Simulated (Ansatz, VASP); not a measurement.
## LiCaF3 in VASP and in Ansatz

```
CELL_PARAMETERS angstrom
3.47915 0.00000 0.00000
0.00000 4.04334 0.00000
0.00000 0.00000 3.76124
ATOMIC_POSITIONS crystal
Li 0.50000 0.50000 0.50000
Ca 0.00000 0.00000 0.00000
F 0.00000 0.50000 0.50000
F 0.50000 0.50000 0.00000
F 0.50000 0.00000 0.50000
```

Change from the starting cell: strain -0.0750 x Voigt [1, -1, 0, 0, 0, 0], atoms carried along.

Alike in both runs: task single point; functional PBE; k mesh 6 × 6 × 6; occupations gaussian, width 0.05 eV; no spin polarisation.

|  | VASP | Ansatz |
| --- | --- | --- |
| version | VASP 6.6.1 | Ansatz 0.2.0 |
| potentials or method | VASP PAW PBE potentials, release 64 (Li_sv, Ca_sv, F), cutoff 520 eV | scalar-relativistic, plane waves, PAW |
| valence electrons in the cell | 34 | 34 |

|  | VASP | Ansatz | Ansatz less VASP |
| --- | --- | --- | --- |
| gap on the k mesh at the Fermi level (eV) | 5.27 | 5.28 | +0.009 |
| least direct gap on the mesh (eV) | 5.55 | 5.56 | +0.009 |

The functional is the same, so the differences come from potentials, cutoffs and numerics.

Noted on VASP's run: the cutoff is under 1.25 times that of the potentials, so the pressure is a little rough.
